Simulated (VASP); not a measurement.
# MgS (P6_3mc) in VASP: notebook, part 2 of 2

VASP 6.6.1. Earlier steps stand in the parts before.

### 4 Single point, PBE (uniaxial z strain -2.7%)

INCAR reads:

```
ALGO     = Normal         # electronic algorithm
EDIFF    = 1E-7           # SCF threshold, eV
ENCUT    = 520            # plane-wave cutoff, eV
GGA      = PE             # functional
ISIF     = 2              # what is computed and relaxed
ISMEAR   = -1             # smearing method
LASPH    = T              # aspherical terms in the spheres
LCHARG   = F              # write CHGCAR
LREAL    = F              # projectors in reciprocal space
LWAVE    = F              # write WAVECAR
NBANDS   = 16             # bands
NELM     = 100            # most SCF steps
PREC     = Accurate       # precision mode
SIGMA    = 0.02           # smearing width, eV
```

KPOINTS reads:

```
k-points
0
Gamma
  12 12 4
```

POSCAR reads:

```
MgS
1.0
    4.0286256320      0.0000000000      0.0000000000
   -2.0143128160      3.4888921397      0.0000000000
    0.0000000000      0.0000000000      6.2788332940
Mg S
2 2
Direct
    0.3333333333      0.6666666667     -0.0062844843
    0.6666666667      0.3333333333      0.4937155157
    0.3333333333      0.6666666667      0.3812844843
    0.6666666667      0.3333333333      0.8812844843
```

Potentials or basis: VASP PAW PBE potentials, release 64 (Mg, S).

Launch:

```
cat potpaw_PBE.64/Mg/POTCAR potpaw_PBE.64/S/POTCAR > POTCAR
mpirun -np 1 vasp_std > vasp.out
```

OUTCAR:

```text
EDIFF = 1E-7
   ENCUT = 520
   GGA = PE
   ISIF = 2
   ISMEAR = -1
   LASPH = T
   LREAL = F
   NELM = 100
   PREC = Accurate

 ion  position               nearest neighbor table
   1  0.333  0.667  0.994-   4 2.43   4 2.43   4 2.43   3 2.43
   2  0.667  0.333  0.494-   3 2.43   3 2.43   3 2.43   4 2.43
   3  0.333  0.667  0.381-   2 2.43   2 2.43   2 2.43   1 2.43
   4  0.667  0.333  0.881-   1 2.43   1 2.43   1 2.43   2 2.43

  LATTYP: Found a hexagonal cell.
 ALAT       =     4.0286256320
 C/A-ratio  =     1.5585546704

  Lattice vectors:

 A1 = (   4.0286256320,   0.0000000000,   0.0000000000)
 A2 = (  -2.0143128160,   3.4888921397,   0.0000000000)
 A3 = (   0.0000000000,   0.0000000000,   6.2788332940)

Analysis of symmetry for initial positions (statically):
=====================================================================
 Subroutine PRICEL returns:
 Original cell was already a primitive cell.

 Routine SETGRP: Setting up the symmetry group for a
 hexagonal supercell.

 Subroutine GETGRP returns: Found 12 space group operations
 (whereof  6 operations were pure point group operations)
[... 166 lines left out ...]
  free energy    TOTEN  =       -16.94560577 eV

  energy without entropy =      -16.94560577  energy(sigma->0) =      -16.94560577

 E-fermi :   1.8296     XC(G=0):  -8.4876

 val. band max:        1.4555377937   @ k =   0.0000   0.0000   0.0000
 cond. band min:       4.9468152856   @ k =   0.0000   0.0000   0.0000
 fundamental gap:      3.4912774919
 Fermi energy:         1.8296288630

 k-point     1 :       0.0000    0.0000    0.0000
  band No.  band energies     occupation
      1     -10.1319      2.00000
      2      -9.3164      2.00000
      3      -1.9091      2.00000
      4       0.7078      2.00000
      5       0.7078      2.00000
      6       1.1800      2.00000
[... 433 lines left out ...]
      3      -1.5308      2.00000
      4      -1.0403      2.00000
      5      -0.3096      2.00000
      6       0.2691      2.00000
[... 8 lines left out ...]
     15      10.5647      0.00000
     16      11.4126      0.00000

 [... further k-points ...]
[... 5 lines left out ...]
  --------------------------------------------------------------------------------------
  -------------------------------------------------------------------------------------
  Total        1.2301178      1.2301178      1.7229595      0.0000000      0.0000000     -0.0000000
  in kB       22.3323224     22.3323224     31.2796766      0.0000000      0.0000000     -0.0000000
  external PRESSURE =      25.3147738 kB  Pullay stress =       0.0000000 kB

 VOLUME and BASIS-vectors are now :
 -----------------------------------------------------------------------------
  energy-cutoff  :      520.00
  volume of cell :       88.25
      direct lattice vectors                 reciprocal lattice vectors
     4.028625632  0.000000000  0.000000000     0.248223611  0.143311968  0.000000000
    -2.014312816  3.488892140  0.000000000     0.000000000  0.286623937  0.000000000
     0.000000000  0.000000000  6.278833294     0.000000000  0.000000000  0.159265257

 POSITION                                       TOTAL-FORCE (eV/Angst)
 -----------------------------------------------------------------------------------
     -0.00000      2.32593      6.23937        -0.000000      0.000000     -0.009432
      2.01431      1.16296      3.09996         0.000000     -0.000000     -0.009432
     -0.00000      2.32593      2.39402         0.000000      0.000000      0.009432
      2.01431      1.16296      5.53344        -0.000000      0.000000      0.009432
 -----------------------------------------------------------------------------------
    total drift:                               -0.000000      0.000000      0.000836

  FREE ENERGIE OF THE ION-ELECTRON SYSTEM (eV)
  ---------------------------------------------------
  free  energy   TOTEN  =       -16.9456057654 eV

  energy  without entropy=      -16.9456057654  energy(sigma->0) =      -16.94560577
```

Wall time 34 s (1 thread of AMD EPYC 9R45 (Zen 5), shared host); peak memory 0.2 GiB.

Results:

* Free energy: -16.9456 eV
* Pressure: 2.5 GPa
* Largest force: 0.009 eV/Å
* Band gap on the k mesh: 3.49 eV, direct

Forces on the atoms (eV/Å):
```
Mg   0.000  0.000 -0.009
Mg   0.000  0.000 -0.009
S    0.000  0.000  0.009
S    0.000  0.000  0.009
```

Stress tensor (GPa, compression positive):
```
2.23 0.00 0.00
0.00 2.23 0.00
0.00 0.00 3.13
```

Levels at points of the mesh, in eV from the valence-band top:
| k point | band 6 | band 7 | band 8 | band 9 | band 10 | band 11 |
| --- | --- | --- | --- | --- | --- | --- |
| (0.00, 0.00, 0.00) | -0.28 | -0.28 | 0.00 | 3.49 | 4.56 | 7.35 |
| (0.50, 0.00, 0.00) | -1.43 | -1.03 | -0.57 | 4.58 | 5.21 | 5.84 |
| (0.00, 0.00, 0.50) | -0.52 | -0.52 | -0.52 | 4.91 | 4.91 | 7.48 |
| (0.50, 0.00, 0.50) | -1.04 | -0.85 | -0.85 | 4.62 | 4.62 | 6.29 |

Caveat: the cell differs from its parent crystal (uniaxial z strain -2.7%). A k mesh can miss the band edges.

### 5 The runs side by side

```tsv
level	k mesh	smearing	grid for exact exchange (PRECFOCK)	screening parameter	gap on the mesh (eV)	pressure (GPa)
HSE06	6 × 6 × 4	gaussian 0.01 eV	Normal	0.2079 1/Å	4.55	1.5
r2SCAN	12 × 12 × 4	gaussian 0.01 eV	-	-	4.17	1.4
PBE	12 × 12 × 4	fermi-dirac 0.02 eV	-	-	3.49	2.5
```

Alike in all rows: task single point; potentials or basis VASP PAW PBE potentials, release 64 (Mg, S); no spin polarisation; cell as given; cutoff (eV) 520.

Caveats: the PAW data sets were made with another functional, which shifts forces and pressure a little (some runs).

Absolute energies hang on the potentials; compare differences alone.
